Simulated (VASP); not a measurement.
Wanted: the native input for a VASP 6.6.1 run.

```yaml
Task: single point
Functional: LDA
Potentials_or_basis: VASP PAW LDA potentials, release 64 (Mg, S)
Cutoff: 520 eV
k_mesh: 8 × 8 × 8
Occupations: gaussian, width 0.05 eV
Spin: no spin polarisation
Dipole_correction: no
Further_INCAR_settings: ALGO = Normal; EDIFF = 1e-06; NBANDS = 11
```

The structure of MgS lies in POSCAR:

```
MgS
1.0
    0.0000000000      2.7317325000      2.4715675000
    2.7317325000      0.0000000000      2.4715675000
    2.7317325000      2.7317325000      0.0000000000
Mg S
1 1
Direct
    0.0000000000      0.0000000000      0.0000000000
    0.5000000000      0.5000000000      0.5000000000
```

This cell differs from its parent crystal: strain +0.050 along x and y, -0.050 along z.

One way to write it, as run:

INCAR

```
  PREC = Accurate
  ENCUT = 520
  EDIFF = 1E-6
  ISMEAR = 0
  SIGMA = 0.05
  LREAL = False
  LASPH = True
  NELM = 80
  ALGO = Normal
  ISIF = 2
  LWAVE = False
  LCHARG = False
  NBANDS = 11
```

KPOINTS

```
Automatic mesh
0
Gamma
  8 8 8
```

Potentials or basis: VASP PAW LDA potentials, release 64 (Mg, S).

Launch:

```sh
$ cat potpaw_LDA.64/Mg/POTCAR potpaw_LDA.64/S/POTCAR > POTCAR
$ mpirun -np 1 vasp_std > vasp.out
```

It gave:

* Pressure: -5.3 GPa
* Band gap on the k mesh: 2.13 eV, indirect (least direct gap 3.00 eV)

Caveat: the cell differs from its parent crystal (strain +0.050 along x and y, -0.050 along z).

Run time: 9 s on 1 thread of Intel(R) Xeon(R) 6975P-C (Granite Rapids) (shared host), peak memory 0.15 GiB.
